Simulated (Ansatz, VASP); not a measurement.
**Two plane-wave programs on TiAl3H**

INCAR

```
SYSTEM = TiAl3H
PREC = Accurate
ENCUT = 520
EDIFF = 1E-6
ISMEAR = 0
SIGMA = 0.1
LREAL = .FALSE.
LASPH = .TRUE.
NELM = 80
ALGO = Normal
ISIF = 2
LWAVE = .FALSE.
LCHARG = .FALSE.
LDIPOL = .TRUE.
IDIPOL = 3
DIPOL = 0.5 0.5 0.307
NBANDS = 33
```

Contents of KPOINTS:

```
regular mesh
0
G
  6 6 1
  0 0 0
```

File POSCAR:

```
TiAl3H
1.0
    5.0133158832      0.0000000000      0.0000000000
    2.1650041019      4.5217356605      0.0000000000
    0.0000000000      0.0000000000     22.0677223531
Al Ti H
6 2 2
Direct
    0.5000000000      0.0000000000      0.1812602105
    0.0000000000      0.5000000000      0.1812602105
    0.0000000000      0.0000000000      0.2418017965
    0.0000000000      0.5000000000      0.3061179612
    0.5000000000      0.0000000000      0.3061179612
    0.5000000000      0.5000000000      0.3655892631
    0.5000000000      0.5000000000      0.2418017965
    0.0000000000      0.0000000000      0.3624433202
    0.0000000000     -0.0648273533      0.4439843041
    0.0000000000      0.0648273533      0.4439843041
```

Input for Ansatz:

```yaml
crystal:
  lattice:
    - [5.0133158832, 0.0, 0.0]
    - [2.1650041019, 4.5217356605, 0.0]
    - [0.0, 0.0, 22.0677223531]
  atoms:
    - { symbol: Al, position: [0.5, 0.0, 0.1812602105] }
    - { symbol: Al, position: [0.0, 0.5, 0.1812602105] }
    - { symbol: Ti, position: [0.5, 0.5, 0.2418017965] }
    - { symbol: Al, position: [0.0, 0.0, 0.2418017965] }
    - { symbol: Al, position: [0.0, 0.5, 0.3061179612] }
    - { symbol: Al, position: [0.5, 0.0, 0.3061179612] }
    - { symbol: Ti, position: [0.0, 0.0, 0.3624433202] }
    - { symbol: Al, position: [0.5, 0.5, 0.3655892631] }
    - { symbol: H, position: [0.0, -0.0648273533, 0.4439843041] }
    - { symbol: H, position: [0.0, 0.0648273533, 0.4439843041] }
basis:
  ecutwfc: 420
kpoints:
  mp_grid: { grid: [6, 6, 1] }
hamiltonian:
  xc: lda
  pseudopotentials: { kind: paw, azcp: { folder: soft_1 } }
scf:
  occupations: { method: gaussian, width: 0.1 }
output:
  forces: true
  eigenvalues: true
efield:
  axis: 3
  dipole_correction: true
  ramp_width: 0.04
```

Alike in both runs: task single point; functional LDA; k mesh 6 × 6 × 1; occupations gaussian, width 0.1 eV; no spin polarisation.

```csv
,VASP,Ansatz
version,VASP 6.6.1,Ansatz 0.2.0
potentials or method,"VASP PAW LDA potentials, release 64 (Al, Ti_sv, H), cutoff 520 eV","scalar-relativistic, plane waves, PAW"
valence electrons in the cell,44,44
```

Ansatz gave:

```
gap on the k mesh at the Fermi level (eV) : none
rms of the force components (eV/Å)        : 1.754
```

Task: What did VASP give for the same quantities?

Result: gap on the k mesh at the Fermi level (eV): none; rms of the force components (eV/Å): 1.768.

Ansatz warns that its potentials were made for another functional, while VASP's fit it. LDA's correlation is that of Perdew and Zunger in VASP and of Perdew and Wang (1992) in Ansatz. A gap of «none» marks a metal or a gap that the smearing closes.
